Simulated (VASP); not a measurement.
# Zn in VASP: relaxation of the atoms with PBE

Aim: the relaxation of the atoms of Zn with PBE.

Everything below comes from runs of VASP 6.6.1. Logs are shortened: lines on timing, memory, paths and dates and some standing lists are left out, and cuts for length are marked.

## (1) The cell of the first run

The cell holds a slab with vacuum, 5 atoms: a = 2.633 Å, b = 2.633 Å, c = 25.216 Å, α = 90.00°, β = 90.00°, γ = 120.00°.

## (2) Relaxation of the atoms, PBE

INCAR reads:

```
SYSTEM = Zn
PREC = Accurate ; ENCUT = 450
EDIFF = 1E-7 ; ISMEAR = 0
SIGMA = 0.1 ; LREAL = .False.
LASPH = .True. ; NELM = 120
ALGO = Normal ; ISIF = 2
LWAVE = .False. ; LCHARG = .False.
LDIPOL = .True. ; IDIPOL = 3
DIPOL = 0.5 0.5 0.500 ; GGA = PE
IBRION = 2 ; NSW = 80
EDIFFG = -0.02 ; GGA_COMPAT = .False.
NELMIN = 4 ; NELMDL = -8
```

KPOINTS reads:

```
regular mesh
0
Gamma
  15 15 1
  0 0 0
```

POSCAR reads:

```
Zn
1.0
    2.6333229228      0.0000000000      0.0000000000
   -1.3166614614      2.2805245476      0.0000000000
    0.0000000000      0.0000000000     25.2164898862
Zn
5
Direct
    0.3333333333      0.6666666667      0.2974244248
    0.6666666667      0.3333333333      0.3987122124
    0.3333333333      0.6666666667      0.5000000000
    0.6666666667      0.3333333333      0.6012877876
    0.3333333333      0.6666666667      0.7025755752
```

Potentials or basis: VASP PAW PBE potentials, release 64 (Zn).

On the command line:

```bash
cat potpaw_PBE.64/Zn/POTCAR > POTCAR
mpirun -np 1 vasp_std > vasp.out
```

OUTCAR:

```text
SYSTEM = Zn
   PREC = Accurate
   ENCUT = 450
   EDIFF = 1E-7
   ISMEAR = 0
   LREAL = .False.
   LASPH = .True.
   NELM = 120
   ISIF = 2
   GGA = PE
   IBRION = 2
   NSW = 80
   EDIFFG = -0.02
   NELMIN = 4
   NELMDL = -8

 ion  position               nearest neighbor table
   1  0.333  0.667  0.297-   2 2.97   2 2.97   2 2.97
   2  0.667  0.333  0.399-   1 2.97   3 2.97   1 2.97   3 2.97   1 2.97   3 2.97
   3  0.333  0.667  0.500-   2 2.97   4 2.97   2 2.97   4 2.97   2 2.97   4 2.97
   4  0.667  0.333  0.601-   3 2.97   5 2.97   3 2.97   5 2.97   3 2.97   5 2.97
   5  0.333  0.667  0.703-   4 2.97   4 2.97   4 2.97

  LATTYP: Found a hexagonal cell.
 ALAT       =     2.6333229228
 C/A-ratio  =     9.5759200924

  Lattice vectors:

 A1 = (   2.6333229228,   0.0000000000,   0.0000000000)
 A2 = (  -1.3166614614,   2.2805245476,   0.0000000000)
 A3 = (   0.0000000000,   0.0000000000,  25.2164898862)

Analysis of symmetry for initial positions (statically):
=====================================================================
 Subroutine PRICEL returns:
 Original cell was already a primitive cell.

 Routine SETGRP: Setting up the symmetry group for a
 hexagonal supercell.

 Subroutine GETGRP returns: Found 12 space group operations
 (whereof 12 operations were pure point group operations)
 out of a pool of 24 trial point group operations.

The static configuration has the point symmetry D_3h.

Analysis of symmetry for dynamics (positions and initial velocities):
=====================================================================
 Subroutine PRICEL returns:
 Original cell was already a primitive cell.

 Routine SETGRP: Setting up the symmetry group for a
 hexagonal supercell.

 Subroutine GETGRP returns: Found 12 space group operations
 (whereof 12 operations were pure point group operations)
 out of a pool of 24 trial point group operations.

The dynamic configuration has the point symmetry D_3h.

 Subroutine INISYM returns: Found 12 space group operations
 (whereof 12 operations are pure point group operations),
 and found     1 'primitive' translations

----------------------------------------------------------------------------------------

                                     Primitive cell

  volume of cell :     151.4340

  direct lattice vectors                    reciprocal lattice vectors
     2.633322923  0.000000000  0.000000000     0.379748337  0.219247804  0.000000000
    -1.316661461  2.280524548  0.000000000     0.000000000  0.438495609  0.000000000
     0.000000000  0.000000000 25.216489886     0.000000000  0.000000000  0.039656590

  length of vectors
     2.633322923  2.633322923 25.216489886     0.438495609  0.438495609  0.039656590

  position of ions in fractional coordinates (direct lattice)
     0.333333333  0.666666667  0.297424425
     0.666666667  0.333333333  0.398712212
     0.333333333  0.666666667  0.500000000
     0.666666667  0.333333333  0.601287788
     0.333333333  0.666666667  0.702575575

  ion indices of the primitive-cell ions
   primitive index   ion index
                 1           1
                 2           2
                 3           3
                 4           4
                 5           5

----------------------------------------------------------------------------------------

 KPOINTS: regular mesh

Automatic generation of k-mesh.
 Grid dimensions read from file:
 generate k-points for:   15   15    1

 Generating k-lattice:

  Cartesian coordinates                     Fractional coordinates (reciprocal lattice)
     0.025316556  0.014616520  0.000000000     0.066666667  0.000000000  0.000000000
     0.000000000  0.029233041  0.000000000     0.000000000  0.066666667  0.000000000
     0.000000000  0.000000000  0.039656590     0.000000000  0.000000000  1.000000000

  Length of vectors
     0.029233041  0.029233041  0.039656590

  Shift w.r.t. Gamma in fractional coordinates (k-lattice)
     0.000000000  0.000000000  0.000000000

 Subroutine IBZKPT returns following result:
 ===========================================

 Found     27 irreducible k-points:

 Following reciprocal coordinates:
            Coordinates               Weight
  0.000000  0.000000  0.000000      1.000000
  0.066667 -0.000000  0.000000      6.000000
  0.133333 -0.000000  0.000000      6.000000
  0.200000 -0.000000  0.000000      6.000000
  0.266667 -0.000000  0.000000      6.000000
  0.333333 -0.000000  0.000000      6.000000
[... 16 lines left out ...]
  0.333333  0.200000  0.000000     12.000000
  0.400000  0.200000  0.000000      6.000000
 [... further k-points ...]
   k-points           NKPTS =     27   k-points in BZ     NKDIM =     27   number of bands    NBANDS=     36
   number of dos      NEDOS =    301   number of ions     NIONS =      5
   total plane-waves  NPLWV =  58320
   dimension x,y,z NGX =    18 NGY =   18 NGZ =  180
   dimension x,y,z NGXF=    36 NGYF=   36 NGZF=  360
   ions per type =               5
   NGX,Y,Z   is equivalent  to a cutoff of  11.36, 11.36, 11.87 a.u.
   NGXF,Y,Z  is equivalent  to a cutoff of  22.73, 22.73, 23.73 a.u.
 SYSTEM =  Zn
   PREC   = accura    normal or accurate (medium, high low for compatibility)
   ISTART =      0    job   : 0-new  1-cont  2-samecut
   ICHARG =      2    charge: 1-file 2-atom 10-const
   ISPIN  =      1    spin polarized calculation?
   LNONCOLLINEAR =      F non collinear calculations
   LSORBIT =      F    spin-orbit coupling
   LASPH  =      T    aspherical Exc in radial PAW
   ENCUT  =  450.0 eV  33.07 Ry    5.75 a.u.   4.55  4.55 43.62*2*pi/ulx,y,z
   NELM   =    120;   NELMIN=  4; NELMDL= -8     # of ELM steps
   EDIFF  = 0.1E-06   stopping-criterion for ELM
   LREAL  =      F    real-space projection
   EDIFFG = -.2E-01   stopping-criterion for IOM
   NSW    =     80    number of steps for IOM
   IBRION =      2    ionic relax: 0-MD 1-quasi-New 2-CG
   NFREE  =      1    steps in history (QN), initial steepest desc. (CG)
   ISIF   =      2    stress and relaxation
   ISYM   =      2    0-nonsym 1-usesym 2-fastsym
   POTIM  = 0.5000    time-step for ionic-motion
   TEBEG  =    0.0;   TEEND  =   0.0 temperature during run
   PSTRESS=    0.0 pullay stress
   NELECT =      60.0000    total number of electrons
   NUPDOWN=      -1.0000    fix difference up-down
   EMIN   =  10.00;   EMAX   =-10.00  energy-range for DOS
   EFERMI =   0.00;   METHOD = LEGACY
   ISMEAR =     0;   SIGMA  =   0.10  broadening in eV -4-tet -1-fermi 0-gaus
   EFERMI_NEDOS =   21; number of points for ismear=-14 and -15
   IALGO  =     38    algorithm
   IMIX   =      4    mixing-type and parameters
     AMIX     =   0.40;   BMIX     =  1.00
     AMIX_MAG =   1.60;   BMIX_MAG =  1.00
  volume/ion in A,a.u.               =      30.29       204.39
  Fermi-wavevector in a.u.,A,eV,Ry     =   1.202405  2.272216 19.670999  1.445778
  Thomas-Fermi vector in A             =   2.338187
   LORBIT       =      0    0 simple, 1 ext, 2 COOP (PROOUT), +10 PAW based schemes
   GGA     = PE    functional components
   LHFCALC =     F    Hartree Fock is set to
   AEXX    =    0.0000 exact exchange contribution
   IVDW    =     0    specifies the selected vdW correction
   LEPSILON=     F    determine dielectric tensor
   LRPA    =     F    only Hartree local field effects (RPA)
 conjugate gradient relaxation of ions
 non-spin polarized calculation
 Gauss-broadening in eV      SIGMA  =   0.10
  energy-cutoff  :      450.00
  volume of cell :      151.43
 maximum number of plane-waves:      3332
   NGX =  9   NGY =  9   NGZ = 87

--------------------------------------- Ionic step        1  -------------------------------------------

 number of electron      60.0000033 magnetization

 Free energy of the ion-electron system (eV)
  ---------------------------------------------------
  ext. energy  EPLUGINS =         0.00000000
  ---------------------------------------------------
  free energy    TOTEN  =        -5.30737311 eV

  energy without entropy =       -5.30449862  energy(sigma->0) =       -5.30593586

------------------------ aborting loop because EDIFF is reached ----------------------------------------

  FORCE on cell =-STRESS in cart. coord.  units (eV):
  Direction    XX          YY          ZZ          XY          YZ          ZX
  --------------------------------------------------------------------------------------
  -------------------------------------------------------------------------------------
  Total       -0.5931795     -0.5931795     -0.3917181      0.0000000      0.0000000      0.0000000
  in kB       -6.2758596     -6.2758596     -4.1443907      0.0000000      0.0000000      0.0000000
  external PRESSURE =      -5.5653700 kB  Pullay stress =       0.0000000 kB
[... 180 lines left out ...]
  energy  without entropy=       -5.3068214950  energy(sigma->0) =       -5.30800319

--------------------------------------- Ionic step        6  -------------------------------------------

 number of electron      60.0000049 magnetization

 dipolmoment           0.000000      0.000000     -0.000000 electrons x Angstroem

------------------------ aborting loop because EDIFF is reached ----------------------------------------

  FORCE on cell =-STRESS in cart. coord.  units (eV):
  Direction    XX          YY          ZZ          XY          YZ          ZX
  --------------------------------------------------------------------------------------
  -------------------------------------------------------------------------------------
  Total       -0.5823085     -0.5823085     -0.3542426      0.0000000      0.0000000      0.0000000
  in kB       -6.1608443     -6.1608443     -3.7478990      0.0000000      0.0000000      0.0000000
  external PRESSURE =      -5.3565292 kB  Pullay stress =       0.0000000 kB
[... 24 lines left out ...]
  energy  without entropy=       -5.3070305887  energy(sigma->0) =       -5.30820785

--------------------------------------- Ionic step        7  -------------------------------------------

 number of electron      60.0000038 magnetization

 dipolmoment           0.000000      0.000000      0.000000 electrons x Angstroem

 Free energy of the ion-electron system (eV)
  ---------------------------------------------------
  ext. energy  EPLUGINS =         0.00000000
  ---------------------------------------------------
  free energy    TOTEN  =        -5.30987747 eV

  energy without entropy =       -5.30751453  energy(sigma->0) =       -5.30869600

 E-fermi :  -0.5332     XC(G=0):  -6.4335

 val. band max:       -0.6609461641   @ k =   0.2667  -0.0000   0.0000
 cond. band min:      -0.5063717577   @ k =   0.4000   0.2000   0.0000
 fundamental gap:      0.1545744064
 Fermi energy:        -0.5332323583

 k-point     1 :       0.0000    0.0000    0.0000
  band No.  band energies     occupation
      1     -10.6017      2.00000
      2      -9.9712      2.00000
      3      -9.4001      2.00000
      4      -9.0438      2.00000
      5      -9.0269      2.00000
      6      -8.3395      2.00000
[... 925 lines left out ...]
     35       3.1109      0.00000
     36       4.4467      0.00000

 [... further k-points ...]

------------------------ aborting loop because EDIFF is reached ----------------------------------------

 vacuum level on the upper side and lower side of the slab       (xc-potential included)        -0.130        -0.130

  FORCE on cell =-STRESS in cart. coord.  units (eV):
  Direction    XX          YY          ZZ          XY          YZ          ZX
  --------------------------------------------------------------------------------------
  -------------------------------------------------------------------------------------
  Total       -0.5657181     -0.5657181     -0.2973571      0.0000000      0.0000000     -0.0000000
  in kB       -5.9853171     -5.9853171     -3.1460480      0.0000000      0.0000000     -0.0000000
  external PRESSURE =      -5.0388940 kB  Pullay stress =       0.0000000 kB

 VOLUME and BASIS-vectors are now :
 -----------------------------------------------------------------------------
  energy-cutoff  :      450.00
  volume of cell :      151.43
      direct lattice vectors                 reciprocal lattice vectors
     2.633322923  0.000000000  0.000000000     0.379748337  0.219247804  0.000000000
    -1.316661461  2.280524548  0.000000000     0.000000000  0.438495609  0.000000000
     0.000000000  0.000000000 25.216489886     0.000000000  0.000000000  0.039656590
[... 11 lines left out ...]
  FREE ENERGIE OF THE ION-ELECTRON SYSTEM (eV)
  ---------------------------------------------------
  free  energy   TOTEN  =        -5.3098774722 eV

  energy  without entropy=       -5.3075145252  energy(sigma->0) =       -5.30869600

 reached required accuracy - stopping structural energy minimisation

 vacuum level on the upper side and lower side of the slab         3.404         3.404
```

Wall time 4.2 min (1 thread of Intel Xeon 6975P-C (Granite Rapids), shared host); peak memory 0.27 GiB.

What came out:

```yaml
Free_energy: -5.3099 eV
Energy_gained_by_relaxing: 0.5 meV/atom
Ionic_steps: 7
Largest_force_after_relaxing: 0.019 eV/Å
Band_gap_on_the_k_mesh: zero (bands 30 and 31 overlap by 4.08 eV)
```

Forces on the atoms (eV/Å):
```
Zn   0.000  0.000  0.019
Zn   0.000  0.000 -0.002
Zn   0.000  0.000  0.000
Zn   0.000  0.000  0.002
Zn   0.000  0.000 -0.019
```

The path:
```
step  energy change (eV)  largest force (eV/Å)  pressure (GPa)
   1              0.0000                0.0578           -0.56
   2             -0.0003                0.0523           -0.55
   3             -0.0011                0.0379           -0.56
   4             -0.0018                0.0248           -0.55
   5             -0.0018                0.0269           -0.55
   6             -0.0020                0.0247           -0.54
   7             -0.0025                0.0186           -0.50
```

Final structure:
```
CELL_PARAMETERS angstrom
2.63332 0.00000 0.00000
-1.31666 2.28052 0.00000
0.00000 0.00000 25.21649
ATOMIC_POSITIONS crystal
Zn 0.33333 0.66667 0.29801
Zn 0.66667 0.33333 0.40022
Zn 0.33333 0.66667 0.50000
Zn 0.66667 0.33333 0.59978
Zn 0.33333 0.66667 0.70199
```

Levels at points of the mesh, in eV from the Fermi level:
```tsv
k point	band 27	band 28	band 29	band 30	band 31	band 32	band 33	band 34
(0.00, 0.00, 0.00)	-6.86	-6.86	-6.24	-4.52	-2.68	-0.29	1.96	3.47
```

The gap in the log of VASP goes by the Fermi energy; the results here count the filled bands.